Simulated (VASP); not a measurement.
# C (R-3m) in VASP: further runs, part 2 of 2

VASP 6.6.1. The steps go on from the part before.

### Step 3. Single point, r2SCAN

This run uses another cell than the first one, of the same volume but with other edges.

The input, POSCAR:

```
C
1.0
   -0.5638545350      1.5505999714      1.5505999714
    1.5505999714     -0.5638545350      1.5505999714
    1.5505999714      1.5505999714     -0.5638545350
C
2
Direct
    0.5000000000      0.5000000000      0.5000000000
    0.7500000000      0.7500000000      0.7500000000
```

The input, INCAR.step1:

```
PREC = Accurate ; ENCUT = 520
ISMEAR = 0 ; SIGMA = 0.05
LREAL = F ; LASPH = T
NELM = 60 ; NBANDS = 11
GGA = PE ; ALGO = Normal
EDIFF = 1E-4 ; LWAVE = T
LCHARG = F
```

The input, INCAR.step2:

```
PREC = Accurate ; ENCUT = 520
EDIFF = 1E-6 ; ISMEAR = 0
SIGMA = 0.05 ; LREAL = F
LASPH = T ; NELM = 60
ALGO = Normal ; ISIF = 2
LWAVE = F ; LCHARG = T
METAGGA = R2SCAN ; LMIXTAU = T
LELF = T ; LVHAR = T
NBANDS = 11 ; ISTART = 1
```

The input, KPOINTS:

```
regular mesh
0
Gamma
  12 12 12
```

Potentials or basis: VASP PAW PBE potentials, release 64 (C).

Started as:

```bash
$ cat potpaw_PBE.64/C/POTCAR > POTCAR
$ cp INCAR.step1 INCAR
$ mpirun -np 1 vasp_std > vasp.out
$ cp INCAR.step2 INCAR
$ mpirun -np 1 vasp_std > vasp.out
```

OUTCAR:

```text
PREC = Accurate
   ENCUT = 520
   EDIFF = 1E-6
   ISMEAR = 0
   LREAL = F
   LASPH = T
   NELM = 60
   ISIF = 2
   METAGGA = R2SCAN
   ISTART = 1

 ion  position               nearest neighbor table
   1  0.500  0.500  0.500-   2 1.10   2 1.76   2 1.76   2 1.76
   2  0.750  0.750  0.750-   1 1.10   1 1.76   1 1.76   1 1.76

  LATTYP: Found a trigonal (rhomboedric) cell.
 ALAT       =     2.2642112267
 COS(alpha) =     0.1279069768

  Lattice vectors:

 A1 = (  -0.5638545350,   1.5505999714,   1.5505999714)
 A2 = (   1.5505999714,  -0.5638545350,   1.5505999714)
 A3 = (   1.5505999714,   1.5505999714,  -0.5638545350)

Analysis of symmetry for initial positions (statically):
=====================================================================
 Subroutine PRICEL returns:
 Original cell was already a primitive cell.

 Routine SETGRP: Setting up the symmetry group for a
 trigonal (rhombohedral) supercell.

 Subroutine GETGRP returns: Found 12 space group operations
 (whereof  6 operations were pure point group operations)
 out of a pool of 12 trial point group operations.

The static configuration has the point symmetry C_3v.
 The point group associated with its full space group is D_3d.

Analysis of symmetry for dynamics (positions and initial velocities):
=====================================================================
 Subroutine PRICEL returns:
 Original cell was already a primitive cell.

 Routine SETGRP: Setting up the symmetry group for a
 trigonal (rhombohedral) supercell.

 Subroutine GETGRP returns: Found 12 space group operations
 (whereof  6 operations were pure point group operations)
 out of a pool of 12 trial point group operations.

The dynamic configuration has the point symmetry C_3v.
 The point group associated with its full space group is D_3d.

 Subroutine INISYM returns: Found 12 space group operations
 (whereof  6 operations are pure point group operations),
 and found     1 'primitive' translations

----------------------------------------------------------------------------------------

                                     Primitive cell

  volume of cell :      11.3443

  direct lattice vectors                    reciprocal lattice vectors
    -0.563854535  1.550599971  1.550599971    -0.183919251  0.289015966  0.289015966
     1.550599971 -0.563854535  1.550599971     0.289015966 -0.183919251  0.289015966
     1.550599971  1.550599971 -0.563854535     0.289015966  0.289015966 -0.183919251

  length of vectors
     2.264211227  2.264211227  2.264211227     0.448203913  0.448203913  0.448203913

  position of ions in fractional coordinates (direct lattice)
     0.500000000  0.500000000  0.500000000
     0.750000000  0.750000000  0.750000000

  ion indices of the primitive-cell ions
   primitive index   ion index
                 1           1
                 2           2

----------------------------------------------------------------------------------------

 KPOINTS: regular mesh

Automatic generation of k-mesh.
 Grid dimensions read from file:
 generate k-points for:   12   12   12

 Generating k-lattice:

  Cartesian coordinates                     Fractional coordinates (reciprocal lattice)
    -0.015326604  0.024084664  0.024084664     0.083333333  0.000000000 -0.000000000
     0.024084664 -0.015326604  0.024084664     0.000000000  0.083333333 -0.000000000
     0.024084664  0.024084664 -0.015326604    -0.000000000 -0.000000000  0.083333333

  Length of vectors
     0.037350326  0.037350326  0.037350326

  Shift w.r.t. Gamma in fractional coordinates (k-lattice)
     0.000000000  0.000000000  0.000000000

 Subroutine IBZKPT returns following result:
 ===========================================

 Found    189 irreducible k-points:

 Following reciprocal coordinates:
            Coordinates               Weight
  0.000000  0.000000  0.000000      1.000000
  0.083333 -0.000000 -0.000000      6.000000
  0.166667  0.000000  0.000000      6.000000
  0.250000  0.000000 -0.000000      6.000000
  0.333333  0.000000 -0.000000      6.000000
  0.416667 -0.000000 -0.000000      6.000000
[... 16 lines left out ...]
  0.500000  0.166667 -0.000000     12.000000
 -0.416667  0.166667  0.000000     12.000000
 [... further k-points ...]
   k-points           NKPTS =    189   k-points in BZ     NKDIM =    189   number of bands    NBANDS=     11
   number of dos      NEDOS =    301   number of ions     NIONS =      2
   total plane-waves  NPLWV =   5832
   dimension x,y,z NGX =    18 NGY =   18 NGZ =   18
   dimension x,y,z NGXF=    36 NGYF=   36 NGZF=   36
   ions per type =               2
   NGX,Y,Z   is equivalent  to a cutoff of  13.22, 13.22, 13.22 a.u.
   NGXF,Y,Z  is equivalent  to a cutoff of  26.43, 26.43, 26.43 a.u.
 SYSTEM =  unknown system
   PREC   = accura    normal or accurate (medium, high low for compatibility)
   ISTART =      1    job   : 0-new  1-cont  2-samecut
   ICHARG =      0    charge: 1-file 2-atom 10-const
   ISPIN  =      1    spin polarized calculation?
   LNONCOLLINEAR =      F non collinear calculations
   LSORBIT =      F    spin-orbit coupling
   LASPH  =      T    aspherical Exc in radial PAW
   ENCUT  =  520.0 eV  38.22 Ry    6.18 a.u.   4.21  4.21  4.21*2*pi/ulx,y,z
   NELM   =     60;   NELMIN=  2; NELMDL=  0     # of ELM steps
   EDIFF  = 0.1E-05   stopping-criterion for ELM
   LREAL  =      F    real-space projection
   EDIFFG = 0.1E-04   stopping-criterion for IOM
   NSW    =      0    number of steps for IOM
   IBRION =     -1    ionic relax: 0-MD 1-quasi-New 2-CG
   NFREE  =      0    steps in history (QN), initial steepest desc. (CG)
   ISIF   =      2    stress and relaxation
   ISYM   =      2    0-nonsym 1-usesym 2-fastsym
   POTIM  = 0.5000    time-step for ionic-motion
   TEBEG  =    0.0;   TEEND  =   0.0 temperature during run
   PSTRESS=    0.0 pullay stress
   NELECT =       8.0000    total number of electrons
   NUPDOWN=      -1.0000    fix difference up-down
   EMIN   =  10.00;   EMAX   =-10.00  energy-range for DOS
   EFERMI =   0.00;   METHOD = LEGACY
   ISMEAR =     0;   SIGMA  =   0.05  broadening in eV -4-tet -1-fermi 0-gaus
   EFERMI_NEDOS =   21; number of points for ismear=-14 and -15
   IALGO  =     38    algorithm
   IMIX   =      4    mixing-type and parameters
     AMIX     =   0.40;   BMIX     =  1.00
     AMIX_MAG =   1.60;   BMIX_MAG =  1.00
  volume/ion in A,a.u.               =       5.67        38.28
  Fermi-wavevector in a.u.,A,eV,Ry     =   1.457178  2.753668 28.890189  2.123369
  Thomas-Fermi vector in A             =   2.574010
   LORBIT       =      0    0 simple, 1 ext, 2 COOP (PROOUT), +10 PAW based schemes
   METAGGA = R2SCAN    functional components
   LHFCALC =     F    Hartree Fock is set to
   AEXX    =    0.0000 exact exchange contribution
   IVDW    =     0    specifies the selected vdW correction
   LEPSILON=     F    determine dielectric tensor
   LRPA    =     F    only Hartree local field effects (RPA)
 non-spin polarized calculation
 Gauss-broadening in eV      SIGMA  =   0.05
  energy-cutoff  :      520.00
  volume of cell :       11.34
 maximum number of plane-waves:       322
 NGX is ok and might be reduce to    18

 number of electron       8.0000002 magnetization

 Free energy of the ion-electron system (eV)
  ---------------------------------------------------
  ext. energy  EPLUGINS =         0.00000000
  ---------------------------------------------------
  free energy    TOTEN  =       -11.38973614 eV

  energy without entropy =      -11.38909827  energy(sigma->0) =      -11.38941720

 E-fermi :  10.8079     XC(G=0): -14.1251

 val. band max:       10.7963537840   @ k =   0.4167   0.3333   0.3333
 cond. band min:      10.8252026684   @ k =  -0.4167   0.5000   0.1667
 fundamental gap:      0.0288488844
 Fermi energy:        10.8078505724

 k-point     1 :       0.0000    0.0000    0.0000
  band No.  band energies     occupation
      1     -13.8105      2.00000
      2       5.0535      2.00000
      3      10.5907      2.00000
      4      10.5907      2.00000
      5      11.6926      0.00000
      6      11.6926      0.00000
      7      13.2438      0.00000
      8      32.8480      0.00000
      9      41.0540      0.00000
     10      41.0540      0.00000
     11      42.4932      0.00000
[... 309 lines left out ...]
 k-point    24 :      -0.4167    0.1667    0.0000
  band No.  band energies     occupation
      1      -9.8082      2.00000
      2      -3.4470      2.00000
      3       4.2137      2.00000
      4       9.5111      2.00000
      5      14.4894      0.00000
      6      16.7353      0.00000
      7      23.4709      0.00000
      8      27.3144      0.00000
      9      31.6653      0.00000
     10      36.2249      0.00000
     11      37.7769      0.00000

 [... further k-points ...]
[... 5 lines left out ...]
  --------------------------------------------------------------------------------------
  -------------------------------------------------------------------------------------
  Total       13.4166703     13.4166703     13.4166703     15.4768777     15.4768777     15.4768777
  in kB     1894.8683741   1894.8683741   1894.8683741   2185.8363900   2185.8363900   2185.8363900
  external PRESSURE =    1894.8683741 kB  Pullay stress =       0.0000000 kB

 VOLUME and BASIS-vectors are now :
 -----------------------------------------------------------------------------
  energy-cutoff  :      520.00
  volume of cell :       11.34
      direct lattice vectors                 reciprocal lattice vectors
    -0.563854535  1.550599971  1.550599971    -0.183919251  0.289015966  0.289015966
     1.550599971 -0.563854535  1.550599971     0.289015966 -0.183919251  0.289015966
     1.550599971  1.550599971 -0.563854535     0.289015966  0.289015966 -0.183919251

 POSITION                                       TOTAL-FORCE (eV/Angst)
 -----------------------------------------------------------------------------------
      1.26867      1.26867      1.26867       -14.552333    -14.552333    -14.552333
      1.90301      1.90301      1.90301        14.552333     14.552333     14.552333
 -----------------------------------------------------------------------------------
    total drift:                                0.000000      0.000000      0.000000

  FREE ENERGIE OF THE ION-ELECTRON SYSTEM (eV)
  ---------------------------------------------------
  free  energy   TOTEN  =       -11.3897361399 eV

  energy  without entropy=      -11.3890982690  energy(sigma->0) =      -11.38941720
```

OSZICAR.step1:

```text
N       E                     dE             d eps       ncg     rms          rms(c)
DAV:   1     0.849383686496E+01    0.84938E+01   -0.48302E+03  4398   0.696E+02
DAV:   2    -0.118565590878E+02   -0.20350E+02   -0.19428E+02  5105   0.133E+02
DAV:   3    -0.122250757742E+02   -0.36852E+00   -0.36802E+00  4976   0.142E+01
DAV:   4    -0.122257270139E+02   -0.65124E-03   -0.65122E-03  4529   0.761E-01
DAV:   5    -0.122257281844E+02   -0.11705E-05   -0.11711E-05  4916   0.296E-02    0.915E+00
DAV:   6    -0.104668623868E+02    0.17589E+01   -0.18218E+00  4440   0.964E+00    0.493E+00
DAV:   7    -0.100509276887E+02    0.41593E+00   -0.13513E+00  4686   0.866E+00    0.165E+00
DAV:   8    -0.100532845215E+02   -0.23568E-02   -0.39002E-02  4437   0.151E+00    0.258E-01
DAV:   9    -0.100524044529E+02    0.88007E-03   -0.35765E-03  4602   0.465E-01    0.457E-02
DAV:  10    -0.100524247790E+02   -0.20326E-04   -0.14341E-04  4452   0.102E-01
   1 F= -.10052425E+02 E0= -.10052171E+02  d E =-.506791E-03
```

Wall time 2.1 min (1 thread of Intel Xeon 8259CL, shared host); peak memory 0.13 GiB.

What came out:

```
Free energy            : -11.3897 eV
Pressure               : 189.5 GPa
Largest force          : 25.205 eV/Å
Band gap on the k mesh : zero (band 4 reaches 12.19 eV, above the bottom of band 5 at 10.00 eV)
```

Forces in eV/Å, atoms in the order of the input:
```
C   -14.552 -14.552 -14.552
C    14.552  14.552  14.552
```

Stress tensor (GPa, compression positive):
```
189.49 218.58 218.58
218.58 189.49 218.58
218.58 218.58 189.49
```

Caveat: the PAW data sets were made with another functional, which shifts forces and pressure a little.

### Step 4. Single point, r2SCAN

This run uses another cell than the first one, of the same volume but with other edges.

The input, POSCAR:

```
C
1.0
   -0.1882676870      1.6944091832      1.6944091832
    1.6944091832     -0.1882676870      1.6944091832
    1.6944091832      1.6944091832     -0.1882676870
C
2
Direct
    0.5000000000      0.5000000000      0.5000000000
    0.7500000000      0.7500000000      0.7500000000
```

The input, INCAR.step1:

```
PREC     = Accurate       # precision mode
ENCUT    = 520            # plane-wave cutoff, eV
ISMEAR   = 0              # smearing method
SIGMA    = 0.05           # smearing width, eV
LREAL    = F              # projectors in reciprocal space
LASPH    = T              # aspherical terms in the spheres
NELM     = 80             # most SCF steps
NBANDS   = 11             # bands
GGA      = PE             # functional
ALGO     = Normal         # electronic algorithm
EDIFF    = 1E-4           # SCF threshold, eV
LWAVE    = T              # write WAVECAR
LCHARG   = F              # write CHGCAR
```

The input, INCAR.step2:

```
PREC     = Accurate       # precision mode
ENCUT    = 520            # plane-wave cutoff, eV
EDIFF    = 1E-7           # SCF threshold, eV
ISMEAR   = 0              # smearing method
SIGMA    = 0.05           # smearing width, eV
LREAL    = F              # projectors in reciprocal space
LASPH    = T              # aspherical terms in the spheres
NELM     = 80             # most SCF steps
ALGO     = Normal         # electronic algorithm
ISIF     = 2              # what is computed and relaxed
LWAVE    = F              # write WAVECAR
LCHARG   = F              # write CHGCAR
METAGGA  = R2SCAN         # meta-GGA
LMIXTAU  = T            
NBANDS   = 11             # bands
ISTART   = 1
```

The input, KPOINTS:

```
Automatic mesh
0
Gamma
  12 12 12
```

Started as:

```bash
$ cat potpaw_PBE.64/C/POTCAR > POTCAR
$ cp INCAR.step1 INCAR
$ mpirun -np 1 vasp_std > vasp.out
$ cp INCAR.step2 INCAR
$ mpirun -np 1 vasp_std > vasp.out
```

It took 2.1 min on 1 thread of Intel Xeon 8259CL, shared host; peak memory 0.13 GiB.

Results (log left out):

```
Free energy            : -18.8777 eV
Pressure               : 15.5 GPa
Largest force          : 2.242 eV/Å
Band gap on the k mesh : 2.69 eV, indirect (least direct gap 3.95 eV)
```

Forces on the atoms (eV/Å):
```
C   -1.294 -1.294 -1.294
C    1.294  1.294  1.294
```

Stress tensor (GPa, compression positive):
```
15.53 70.02 70.02
70.02 15.53 70.02
70.02 70.02 15.53
```

Levels at points of the mesh, in eV from the valence-band top:
```tsv
k point	band 2	band 3	band 4	band 5	band 6	band 7
(0.00, 0.00, 0.00)	-0.98	0.00	0.00	3.95	3.95	6.63
(0.50, 0.00, 0.00)	-14.26	-3.10	-2.11	7.17	8.07	13.24
(0.50, 0.50, 0.00)	-13.11	-8.05	-5.38	2.69	7.27	15.84
(0.50, 0.50, 0.50)	-14.41	-4.73	-4.73	5.26	7.62	7.62
```

Caveat: the PAW data sets were made with another functional, which shifts forces and pressure a little. A k mesh can miss the band edges.

### Step 5. Single point, r2SCAN

This run uses another cell than the first one, of the same volume but with other edges.

The input, POSCAR:

```
C
1.0
    0.2237658205      1.9020094744      1.9020094744
    1.9020094744      0.2237658205      1.9020094744
    1.9020094744      1.9020094744      0.2237658205
C
2
Direct
    0.5000000000      0.5000000000      0.5000000000
    0.7500000000      0.7500000000      0.7500000000
```

The input, INCAR.step1:

```
ALGO = Normal ; EDIFF = 1E-4
ENCUT = 520 ; GGA = PE
ISMEAR = 0 ; LASPH = T
LCHARG = F ; LREAL = F
LWAVE = T ; NBANDS = 11
NELM = 100 ; PREC = Accurate
SIGMA = 0.05
```

The input, INCAR.step2:

```
ALGO = Normal ; EDIFF = 1E-6
ENCUT = 520 ; ISIF = 2
ISMEAR = 0 ; ISTART = 1
LASPH = T ; LCHARG = T
LELF = T ; LMIXTAU = T
LREAL = F ; LVHAR = T
LWAVE = F ; METAGGA = R2SCAN
NBANDS = 11 ; NELM = 100
PREC = Accurate ; SIGMA = 0.05
```

The input, KPOINTS:

```
k-points
0
Gamma
  12 12 12
```

Started as:

```bash
$ cat potpaw_PBE.64/C/POTCAR > POTCAR
$ cp INCAR.step1 INCAR
$ mpirun -np 1 vasp_std > vasp.out
$ cp INCAR.step2 INCAR
$ mpirun -np 1 vasp_std > vasp.out
```

It took 2.2 min on 1 thread of Intel Xeon 8259CL, shared host; peak memory 0.14 GiB.

The run converged. Its results:

```
Free energy            : -18.7973 eV
Pressure               : 15.9 GPa
Largest force          : 1.208 eV/Å
Band gap on the k mesh : 0.70 eV, direct
```

Forces on the atoms (eV/Å):
```
C   -0.697 -0.697 -0.697
C    0.697  0.697  0.697
```

Stress tensor (GPa, compression positive):
```
 15.89 -64.79 -64.79
-64.79  15.89 -64.79
-64.79 -64.79  15.89
```

Levels at points of the mesh, in eV from the valence-band top:
```csv
k point,band 1,band 2,band 3,band 4,band 5,band 6,band 7,band 8
"(0.00, 0.00, 0.00)",-23.19,-1.29,0.00,0.00,0.70,7.42,7.42,15.52
"(0.50, 0.00, 0.00)",-16.33,-14.54,-3.83,-3.58,4.61,9.59,10.19,16.23
"(0.50, 0.50, 0.00)",-14.61,-13.61,-7.61,-5.76,2.58,7.26,15.33,17.00
"(0.50, 0.50, 0.50)",-19.59,-14.20,-1.57,-1.57,9.56,9.56,13.34,14.88
```

Caveat: the PAW data sets were made with another functional, which shifts forces and pressure a little.

### Step 6. Single point, r2SCAN

This run uses another cell than the first one, of the same volume but with other edges.

The input, POSCAR:

```
C
1.0
    0.6973314237      2.1916130458      2.1916130458
    2.1916130458      0.6973314237      2.1916130458
    2.1916130458      2.1916130458      0.6973314237
C
2
Direct
    0.5000000000      0.5000000000      0.5000000000
    0.7500000000      0.7500000000      0.7500000000
```

The input, INCAR.step1:

```
SYSTEM = C
  ALGO = Normal
  EDIFF = 1E-4
  ENCUT = 520
  GGA = PE
  ISMEAR = 0
  LASPH = .True.
  LCHARG = .False.
  LREAL = .False.
  LWAVE = .True.
  NBANDS = 11
  NELM = 80
  PREC = Accurate
  SIGMA = 0.05
```

The input, INCAR.step2:

```
SYSTEM = C
  ALGO = Normal
  EDIFF = 1E-7
  ENCUT = 520
  ISIF = 2
  ISMEAR = 0
  ISTART = 1
  LASPH = .True.
  LCHARG = .True.
  LELF = .True.
  LMIXTAU = .True.
  LREAL = .False.
  LVHAR = .True.
  LWAVE = .False.
  METAGGA = R2SCAN
  NBANDS = 11
  NELM = 80
  PREC = Accurate
  SIGMA = 0.05
```

The input, KPOINTS:

```
k-points
0
Gamma
  12 12 12
  0 0 0
```

Potentials or basis: VASP PAW PBE potentials, release 64 (C).

Started as:

```bash
$ cat potpaw_PBE.64/C/POTCAR > POTCAR
$ cp INCAR.step1 INCAR
$ mpirun -np 1 vasp_std > vasp.out
$ cp INCAR.step2 INCAR
$ mpirun -np 1 vasp_std > vasp.out
```

Run time: 2.4 min. Hardware: 1 thread of Intel Xeon 8259CL, shared host; peak memory 0.15 GiB.

It converged, with:

```yaml
Free_energy: -13.9468 eV
Pressure: 107.7 GPa
Largest_force: 3.692 eV/Å
Band_gap_on_the_k_mesh: zero (band 4 reaches 12.32 eV, above the bottom of band 5 at 7.03 eV)
```

Forces on the atoms (eV/Å):
```
C   -2.132 -2.132 -2.132
C    2.132  2.132  2.132
```

Stress tensor (GPa, compression positive):
```
 107.73 -111.90 -111.90
-111.90  107.73 -111.90
-111.90 -111.90  107.73
```

Levels at points of the mesh, in eV from the Fermi level:
```tsv
k point	band 1	band 2	band 3	band 4	band 5	band 6	band 7	band 8	band 9
(0.00, 0.00, 0.00)	-24.70	-7.27	-4.97	2.58	2.58	11.17	11.17	22.31	24.87
(0.50, 0.00, 0.00)	-15.97	-15.39	-3.15	-2.91	0.04	10.79	11.95	13.23	15.24
(0.50, 0.50, 0.00)	-15.73	-14.93	-5.73	-3.29	0.41	9.63	12.34	15.46	23.20
(0.50, 0.50, 0.50)	-23.77	-13.95	2.29	2.29	5.81	11.76	11.76	18.15	24.94
```

Caveat: the PAW data sets were made with another functional, which shifts forces and pressure a little.

### Step 7. The runs side by side

| cell | gap on the mesh (eV) | pressure (GPa) | largest force (eV/Å) |
| --- | --- | --- | --- |
| a = 2.897 Å, angles 45.7°, 2 atoms | none | 53.5 | 3.61 |
| a = 2.264 Å, angles 82.7°, 2 atoms | none | 189.5 | 25.21 |
| a = 2.404 Å, angles 67.3°, 2 atoms | 2.69 | 15.5 | 2.24 |
| a = 2.699 Å, angles 52.2°, 2 atoms | 0.70 | 15.9 | 1.21 |
| a = 3.177 Å, angles 38.9°, 2 atoms | none | 107.7 | 3.69 |

Alike in all rows: task single point; level r2SCAN; potentials or basis VASP PAW PBE potentials, release 64 (C); no spin polarisation; k mesh 12 × 12 × 12; cutoff (eV) 520; smearing gaussian 0.05 eV.

Caveats: the PAW data sets were made with another functional, which shifts forces and pressure a little.

Total energies depend on the potentials used, so only differences within one code and one set of settings carry meaning.
